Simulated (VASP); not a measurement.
# Li (C2/m) in VASP: a series of runs

The runs below take Li through single point, with PBE.

Program: VASP 6.6.1. These are calculated values, not measurements. Logs are shortened: lines on timing, memory, paths and dates and some standing lists are left out, and cuts for length are marked.

### Step 1. The cell of the first run

The typed cell holds 1 atom: a = 3.060 Å, b = 3.060 Å, c = 3.050 Å, α = 119.98°, β = 119.98°, γ = 59.99°.

This isn't the form of Li at room conditions, which is bcc.

### Step 2. Single point, PBE

The input, INCAR:

```
SYSTEM = Li
PREC = Accurate ; ENCUT = 520
EDIFF = 1E-7 ; ISMEAR = 0
SIGMA = 0.1 ; LREAL = .FALSE.
LASPH = .TRUE. ; NELM = 100
ALGO = Normal ; ISIF = 2
LWAVE = .FALSE. ; LCHARG = .TRUE.
GGA = PE ; LELF = .TRUE.
LVHAR = .TRUE. ; NBANDS = 8
```

The input, KPOINTS:

```
Automatic mesh
0
G
  22 22 22
  0 0 0
```

The input, POSCAR:

```
Li
1.0
    2.6490200742     -1.5294646168     -0.0648156166
    2.6490200742      1.5294646168     -0.0648156166
   -1.6983205370      0.0000000000      2.5337566183
Li
1
Direct
    0.0000000000      0.0000000000      0.5000000000
```

Potentials or basis: VASP PAW PBE potentials, release 64 (Li_sv).

Launch:

```sh
$ cat potpaw_PBE.64/Li_sv/POTCAR > POTCAR
$ mpirun -np 1 vasp_std > vasp.out
```

OUTCAR:

```text
SYSTEM = Li
   PREC = Accurate
   ENCUT = 520
   EDIFF = 1E-7
   ISMEAR = 0
   LREAL = .FALSE.
   LASPH = .TRUE.
   NELM = 100
   ISIF = 2
   GGA = PE

 ion  position               nearest neighbor table
   1  0.000  0.000  0.500-

  Warning from LATTYP: Got some problem with cell dimensions!
  Tried to take original basis but could not verify dimensions!
  LATTYP: Found a base centered monoclinic cell.
 ALAT       =     5.2913133643
 B/A-ratio  =     0.5781039645
 C/A-ratio  =     0.5764695767
 COS(beta)  =    -0.5751059368

  Lattice vectors:

 A1 = (  -0.9506995372,   1.5294646168,  -2.4689410017)
 A2 = (  -0.9506995372,  -1.5294646168,  -2.4689410017)
 A3 = (  -1.6983205370,   0.0000000000,   2.5337566183)

Analysis of symmetry for initial positions (statically):
=====================================================================
 Subroutine PRICEL returns:
 Original cell was already a primitive cell.

 Routine SETGRP: Setting up the symmetry group for a
 base centered monoclinic supercell.

 Subroutine GETGRP returns: Found  4 space group operations
 (whereof  4 operations were pure point group operations)
 out of a pool of  4 trial point group operations.

The static configuration has the point symmetry C_2h.

Analysis of symmetry for dynamics (positions and initial velocities):
=====================================================================
 Subroutine PRICEL returns:
 Original cell was already a primitive cell.

 Routine SETGRP: Setting up the symmetry group for a
 base centered monoclinic supercell.

 Subroutine GETGRP returns: Found  4 space group operations
 (whereof  4 operations were pure point group operations)
 out of a pool of  4 trial point group operations.

The dynamic configuration has the point symmetry C_2h.

 Subroutine INISYM returns: Found  4 space group operations
 (whereof  4 operations are pure point group operations),
 and found     1 'primitive' translations

----------------------------------------------------------------------------------------

                                     Primitive cell

  volume of cell :      20.1947

  direct lattice vectors                    reciprocal lattice vectors
     2.649020074 -1.529464617 -0.064815617     0.191896177 -0.326911780  0.128623727
     2.649020074  1.529464617 -0.064815617     0.191896177  0.326911780  0.128623727
    -1.698320537  0.000000000  2.533756618     0.009817730  0.000000000  0.401251503

  length of vectors
     3.059537617  3.059537617  3.050281175     0.400299285  0.400299285  0.401371594

[... 81 lines left out ...]
   NSW    =      0    number of steps for IOM
   IBRION =     -1    ionic relax: 0-MD 1-quasi-New 2-CG
   NFREE  =      0    steps in history (QN), initial steepest desc. (CG)
   ISIF   =      2    stress and relaxation
   ISYM   =      2    0-nonsym 1-usesym 2-fastsym
   POTIM  = 0.5000    time-step for ionic-motion
   TEBEG  =    0.0;   TEEND  =   0.0 temperature during run
   PSTRESS=    0.0 pullay stress
   NELECT =       3.0000    total number of electrons
   NUPDOWN=      -1.0000    fix difference up-down
   EMIN   =  10.00;   EMAX   =-10.00  energy-range for DOS
   EFERMI =   0.00;   METHOD = LEGACY
   ISMEAR =     0;   SIGMA  =   0.10  broadening in eV -4-tet -1-fermi 0-gaus
   EFERMI_NEDOS =   21; number of points for ismear=-14 and -15
   IALGO  =     38    algorithm
   IMIX   =      4    mixing-type and parameters
     AMIX     =   0.40;   BMIX     =  1.00
     AMIX_MAG =   1.60;   BMIX_MAG =  1.00
  volume/ion in A,a.u.               =      20.19       136.28
  Fermi-wavevector in a.u.,A,eV,Ry     =   0.867034  1.638456 10.228142  0.751747
  Thomas-Fermi vector in A             =   1.985509
   LORBIT       =      0    0 simple, 1 ext, 2 COOP (PROOUT), +10 PAW based schemes
   GGA     = PE    functional components
   LHFCALC =     F    Hartree Fock is set to
   AEXX    =    0.0000 exact exchange contribution
   IVDW    =     0    specifies the selected vdW correction
   LEPSILON=     F    determine dielectric tensor
   LRPA    =     F    only Hartree local field effects (RPA)
 non-spin polarized calculation
 Gauss-broadening in eV      SIGMA  =   0.10
  energy-cutoff  :      520.00
  volume of cell :       20.19
 maximum number of plane-waves:       556
   NGX = 11   NGY = 11   NGZ = 11

 number of electron       2.9999995 magnetization

 Free energy of the ion-electron system (eV)
  ---------------------------------------------------
  ext. energy  EPLUGINS =         0.00000000
  ---------------------------------------------------
  free energy    TOTEN  =        -1.90745401 eV

  energy without entropy =       -1.90498177  energy(sigma->0) =       -1.90621789

 E-fermi :   0.6508     XC(G=0):  -7.0532

 val. band max:        0.6491813200   @ k =   0.2727   0.0000   0.2727
 cond. band min:       0.6530207284   @ k =  -0.2727  -0.0000   0.4545
 fundamental gap:      0.0038394084
 Fermi energy:         0.6507832291

 k-point     1 :       0.0000    0.0000    0.0000
  band No.  band energies     occupation
      1     -45.8867      2.00000
      2      -2.9299      2.00000
      3      14.9923      0.00000
      4      15.0166      0.00000
      5      15.0626      0.00000
      6      18.8716      0.00000
      7      18.8979      0.00000
      8      18.9710      0.00000
[... 243 lines left out ...]
 k-point    24 :      -0.4545    0.0455   -0.0000
  band No.  band energies     occupation
      1     -45.8686      2.00000
      2       0.5522      1.83685
      3       3.7140      0.00000
      4      12.9370      0.00000
      5      13.2700      0.00000
      6      16.4921      0.00000
      7      17.5032      0.00000
      8      19.1055      0.00000

 [... further k-points ...]

------------------------ aborting loop because EDIFF is reached ----------------------------------------

  FORCE on cell =-STRESS in cart. coord.  units (eV):
  Direction    XX          YY          ZZ          XY          YZ          ZX
  --------------------------------------------------------------------------------------
  -------------------------------------------------------------------------------------
  Total       -0.0086411     -0.0107492     -0.0030681      0.0000000      0.0000000     -0.0014656
  in kB       -0.6855552     -0.8528015     -0.2434106      0.0000000      0.0000000     -0.1162779
  external PRESSURE =      -0.5939224 kB  Pullay stress =       0.0000000 kB

 VOLUME and BASIS-vectors are now :
 -----------------------------------------------------------------------------
  energy-cutoff  :      520.00
  volume of cell :       20.19
      direct lattice vectors                 reciprocal lattice vectors
     2.649020074 -1.529464617 -0.064815617     0.191896177 -0.326911780  0.128623727
     2.649020074  1.529464617 -0.064815617     0.191896177  0.326911780  0.128623727
    -1.698320537  0.000000000  2.533756618     0.009817730  0.000000000  0.401251503

 POSITION                                       TOTAL-FORCE (eV/Angst)
 -----------------------------------------------------------------------------------
     -0.84916      0.00000      1.26688         0.000000      0.000000      0.000000
 -----------------------------------------------------------------------------------
    total drift:                               -0.000000     -0.000000      0.000000

  FREE ENERGIE OF THE ION-ELECTRON SYSTEM (eV)
  ---------------------------------------------------
  free  energy   TOTEN  =        -1.9074540109 eV

  energy  without entropy=       -1.9049817705  energy(sigma->0) =       -1.90621789
```

Run time: 92 s. Hardware: 1 thread of Intel Xeon 6975P-C (Granite Rapids), shared host; peak memory 0.42 GiB.

What came out:

```
Free energy            : -1.9075 eV
Band gap on the k mesh : zero (an odd number of electrons rules out a gap without spin polarisation)
```

Caveat: the cutoff is under 1.25 times the usual one of these potentials, so pressure, stress and relaxed cells hold a basis-set (Pulay) error.

### Step 3. Single point, PBE (19.59 Å³/atom)

This run uses another cell than the first one, of 19.59 Å³/atom.

The input, INCAR:

```
  PREC = Accurate
  ENCUT = 520
  EDIFF = 1E-6
  ISMEAR = 0
  SIGMA = 0.1
  LREAL = False
  LASPH = True
  NELM = 100
  ALGO = Normal
  ISIF = 2
  LWAVE = False
  LCHARG = False
  GGA = PE
  NBANDS = 8
```

The input, KPOINTS:

```
Automatic mesh
0
Gamma
  22 22 22
```

The input, POSCAR:

```
Li
1.0
    2.6222604661     -1.5140144230     -0.0641608686
    2.6222604661      1.5140144230     -0.0641608686
   -1.6811646111      0.0000000000      2.5081613672
Li
1
Direct
    0.0000000000      0.0000000000      0.5000000000
```

Potentials or basis: VASP PAW PBE potentials, release 64 (Li_sv).

Launch:

```sh
$ cat potpaw_PBE.64/Li_sv/POTCAR > POTCAR
$ mpirun -np 1 vasp_std > vasp.out
```

Wall time 78 s (1 thread of Intel Xeon 6975P-C (Granite Rapids), shared host); peak memory 0.42 GiB.

Results (log left out):

* Free energy: -1.9064 eV
* Band gap on the k mesh: zero (an odd number of electrons rules out a gap without spin polarisation)

Levels at points of the mesh, in eV from the Fermi level:
```tsv
k point	band 1	band 2	band 3	band 4	band 5	band 6	band 7
(0.00, 0.00, 0.00)	-46.49	-3.62	14.65	14.68	14.73	18.58	18.61
(0.50, 0.00, 0.00)	-46.47	-0.05	3.01	12.91	12.96	16.90	16.99
(0.50, 0.50, 0.00)	-46.46	1.52	4.80	8.59	8.67	10.86	15.82
(0.00, 0.00, 0.50)	-46.47	-0.03	3.04	12.88	12.90	16.88	16.90
(0.50, 0.00, 0.50)	-46.46	1.55	4.83	8.59	8.62	10.83	15.79
(0.50, 0.50, 0.50)	-46.47	-0.05	3.03	12.91	12.92	16.92	16.93
```

Caveat: the cutoff is under 1.25 times the usual one of these potentials, so pressure, stress and relaxed cells hold a basis-set (Pulay) error.

### Step 4. Single point, PBE (22.21 Å³/atom)

This run uses another cell than the first one, of 22.21 Å³/atom.

The input, INCAR:

```
SYSTEM = Li
PREC = Accurate
ENCUT = 520
EDIFF = 1E-6
ISMEAR = 0
SIGMA = 0.1
LREAL = .FALSE.
LASPH = .TRUE.
NELM = 100
ALGO = Fast
ISIF = 2
LWAVE = .FALSE.
LCHARG = .TRUE.
GGA = PE
LELF = .TRUE.
LVHAR = .TRUE.
NBANDS = 8
```

The input, KPOINTS:

```
Automatic mesh
0
G
  22 22 22
  0 0 0
```

The input, POSCAR:

```
Li
1.0
    2.7345307480     -1.5788359113     -0.0669078722
    2.7345307480      1.5788359113     -0.0669078722
   -1.7531425199      0.0000000000      2.6155465745
Li
1
Direct
    0.0000000000      0.0000000000      0.5000000000
```

Launch:

```sh
$ cat potpaw_PBE.64/Li_sv/POTCAR > POTCAR
$ mpirun -np 1 vasp_std > vasp.out
```

It took 11 min on 1 thread of AMD EPYC 7R43 (Zen 3), shared host; peak memory 0.42 GiB.

It converged, with:

```yaml
Free_energy: -1.9005 eV
Band_gap_on_the_k_mesh: zero (an odd number of electrons rules out a gap without spin polarisation)
```

Levels at points of the mesh, in eV from the Fermi level:
```
           k point  band 1  band 2  band 3  band 4  band 5  band 6
(0.00, 0.00, 0.00)  -46.70   -3.45   13.40   13.42   13.47   17.14
(0.50, 0.00, 0.00)  -46.69    0.00    2.61   11.81   11.86   15.61
(0.50, 0.50, 0.00)  -46.69    1.43    4.36    7.90    7.97   10.06
(0.00, 0.00, 0.50)  -46.69    0.02    2.64   11.79   11.81   15.59
(0.50, 0.00, 0.50)  -46.69    1.46    4.38    7.89    7.92   10.03
(0.50, 0.50, 0.50)  -46.69    0.01    2.63   11.82   11.83   15.63
```

Caveat: the cutoff is under 1.25 times the usual one of these potentials, so pressure, stress and relaxed cells hold a basis-set (Pulay) error.

### Step 5. Overview

```tsv
cell	gap on the mesh (eV)
a = 3.060, b = 3.060, c = 3.050 Å, angles 120.0, 120.0, 60.0°, 1 atom	none
a = 3.029, b = 3.029, c = 3.019 Å, angles 120.0, 120.0, 60.0°, 1 atom	none
a = 3.158, b = 3.158, c = 3.149 Å, angles 120.0, 120.0, 60.0°, 1 atom	none
```

Alike in all rows: task single point; level PBE; potentials or basis VASP PAW PBE potentials, release 64 (Li_sv); no spin polarisation; k mesh 22 × 22 × 22; cutoff (eV) 520; smearing gaussian 0.1 eV.

Caveats: the cutoff is under 1.25 times the usual one of these potentials, so pressure, stress and relaxed cells hold a basis-set (Pulay) error.

Total energies depend on the potentials used, so only differences within one code and one set of settings carry meaning.
